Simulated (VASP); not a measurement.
The system is Be2Al.

```
Be Al
1.0
    -1.43719    1.43719    3.52562
     1.43719   -1.43719    3.52562
     1.43719    1.43719   -3.52562
Be Al
2 1
Direct
  0.66500 0.66500 0.00000
  0.33500 0.33500 0.00000
  0.00000 0.00000 0.00000
```

| Property | Result |
| --- | --- |
| Program | VASP 6.6.1 |
| Task | relaxation of cell and atoms |
| Functional | PBE |
| Potentials or basis | VASP PAW PBE potentials, release 64 (Be, Al) |
| Cutoff | 600 eV |
| k mesh | 8 × 8 × 8 |
| Occupations | gaussian, width 0.1 eV |
| Spin | no spin polarisation |

At the start: pressure 20.5 GPa; volume 9.71 Å³/atom.

Q: Where does the relaxation end?

A: Over 6 steps the energy falls by 108.8 meV/atom and the volume is 11.36 Å³/atom (+17.0 %); space group I4/mmm (No. 139, to 0.1 Å) before and after.

The path:
| step | energy change (eV) | largest force (eV/Å) | pressure (GPa) | volume (Å³) |
| --- | --- | --- | --- | --- |
| 1 | 0.0000 | 0.7670 | 20.54 | 29.13 |
| 2 | -0.3138 | 0.2467 | -1.62 | 34.70 |
| 3 | -0.3150 | 0.2681 | -0.53 | 34.29 |
| 4 | -0.3150 | 0.2624 | -0.82 | 34.39 |
| 5 | -0.3227 | 0.1547 | -0.37 | 34.27 |
| 6 | -0.3263 | 0.0214 | 0.29 | 34.09 |

Final structure:
```
CELL_PARAMETERS angstrom
-1.52821 1.52821 3.64909
1.52821 -1.52821 3.64909
1.52821 1.52821 -3.64909
ATOMIC_POSITIONS crystal
Be 0.67430 0.67430 0.00000
Be 0.32570 0.32570 0.00000
Al 0.00000 0.00000 0.00000
```

Caveat: the volume moved by over 15 % at a fixed basis, so the end points are rough.
